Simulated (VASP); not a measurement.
Input of a VASP 6.6.1 run:

The input INCAR:

```
SYSTEM = InSe
PREC = Accurate
ENCUT = 520
EDIFF = 1E-6
ISMEAR = -1
SIGMA = 0.01
LREAL = .FALSE.
LASPH = .TRUE.
NELM = 80
ALGO = Normal
ISIF = 2
LWAVE = .FALSE.
LCHARG = .TRUE.
GGA = PE
LELF = .TRUE.
LVHAR = .TRUE.
NBANDS = 27
```

KPOINTS

```
Automatic mesh
0
G
  7 7 7
  0 0 0
```

POSCAR

```
InSe
1.0
    1.9933106383      1.1508384336      8.2888548424
   -1.9933106383      1.1508384336      8.2888548424
    0.0000000000     -2.3016768672      8.2888548424
In Se
2 2
Direct
    0.0000000000      0.0000000000      0.0000000000
    0.1122000000      0.1122000000      0.1122000000
    0.6155000000      0.6155000000      0.6155000000
    0.8300000000      0.8300000000      0.8300000000
```

Potentials or basis: VASP PAW PBE potentials, release 64 (In_d, Se).

Launch:

```console
$ cat potpaw_PBE.64/In_d/POTCAR potpaw_PBE.64/Se/POTCAR > POTCAR
$ mpirun -np 1 vasp_std > vasp.out
```

Predict the pressure.

3.5 GPa.

Predict the largest force.

0.272 eV/Å.

Forces in eV/Å, atoms in the order of the input:
```
In   0.000  0.000  0.272
In   0.000  0.000 -0.267
Se   0.000  0.000 -0.259
Se   0.000  0.000  0.255
```

Caveat: the cell stands under pressure.
